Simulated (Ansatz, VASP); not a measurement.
Two plane-wave programs on ReS

```
Re S
1.0
     3.66999    0.00000    0.00000
    -1.83499    3.17830    0.00000
     0.00000    0.00000    5.16000
Re S
2 2
Direct
  0.00000 0.00000 0.00000
  0.00000 0.00000 0.50000
  0.33333 0.66667 0.25000
  0.66667 0.33333 0.75000
```

Alike in both runs: functional r2SCAN; k mesh 6 × 6 × 4; occupations gaussian, width 0.1 eV; no spin polarisation.

Ansatz relaxed the structure, and its values are those at the end. VASP's run is a single point on that final structure, the one shown.

|  | VASP | Ansatz |
| --- | --- | --- |
| version | VASP 6.6.1 | Ansatz 0.2.0 |
| potentials or method | VASP PAW PBE potentials, release 64 (Re_sv_GW, S), cutoff 610 eV | scalar-relativistic, plane waves, PAW |
| valence electrons in the cell | 42 | 42 |

Ansatz gave:

```
gap on the k mesh at the Fermi level (eV) : none
pressure (GPa)                            : 0.0
```

Problem. What did VASP give for the same quantities?

Solution. gap on the k mesh at the Fermi level (eV): none; pressure (GPa): -0.6.

VASP's potentials were made for PBE, not for r2SCAN. A gap of «none» marks a metal or a gap that the smearing closes.

Spin-orbit coupling is off throughout.
